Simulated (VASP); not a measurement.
Crystal: K4TeBr2.

```
K Te Br
1.0
    -0.07120    0.00504    5.85292
    -6.37688    0.01998    0.07555
     3.21572   -8.31987   -0.04509
K Te Br
4 1 2
Direct
  0.50640 0.87508 0.76081
  0.51908 0.09771 0.24539
  0.01028 0.59381 0.22088
  0.97106 0.40999 0.77854
  0.03457 0.02147 0.00598
  0.46977 0.69005 0.34921
  0.48885 0.31189 0.63918
```

| Property | Result |
| --- | --- |
| Program | VASP 6.6.1 |
| Task | relaxation of cell and atoms |
| Functional | PBE |
| Potentials or basis | VASP PAW PBE potentials, release 64 (K_sv, Te, Br) |
| Cutoff | 600 eV |
| k mesh | 2 × 2 × 2 |
| Occupations | gaussian, width 0.1 eV |
| Spin | no spin polarisation |

At the start: pressure 0.6 GPa; volume 44.30 Å³/atom.

**Question.** Where does the relaxation end?

**Answer.** Over 12 steps the energy falls by 33.8 meV/atom and the volume is 45.56 Å³/atom (+2.9 %); space group P1 (No. 1, to 0.1 Å) before, Cmmm (No. 65, to 0.1 Å).

The path:
```csv
step,energy change (eV),largest force (eV/Å),pressure (GPa),volume (Å³)
1,0.0000,0.7556,0.58,310.10
2,-0.0849,0.4928,0.16,317.33
3,-0.1309,0.2756,-0.37,329.70
4,-0.1644,0.2370,-0.24,325.56
5,-0.1989,0.1760,0.17,315.61
6,-0.2147,0.1276,0.08,317.59
7,-0.2244,0.0957,-0.04,320.96
8,-0.2290,0.0798,-0.02,320.02
9,-0.2336,0.0597,0.05,317.78
10,-0.2357,0.0287,-0.02,319.75
11,-0.2358,0.0276,-0.05,320.53
12,-0.2367,0.0205,0.03,318.95
```

Final structure:
```yaml
crystal:
  lattice:
    - [-0.00265, 0.01885, 5.95358]
    - [-6.28478, 0.00241, 0.00477]
    - [3.14902, -8.52565, -0.03465]
  atoms:
    - { symbol: K, position: [0.49879, 0.87933, 0.75343] }
    - { symbol: K, position: [0.50168, 0.11922, 0.24598] }
    - { symbol: K, position: [0.00200, 0.60467, 0.21513] }
    - { symbol: K, position: [0.99765, 0.39630, 0.78487] }
    - { symbol: Te, position: [0.00019, 0.00001, 0.00007] }
    - { symbol: Br, position: [0.50492, 0.67346, 0.35056] }
    - { symbol: Br, position: [0.49478, 0.32701, 0.64997] }
```

Caveat: the k points lie up to 0.53 Å⁻¹ apart in the final cell.
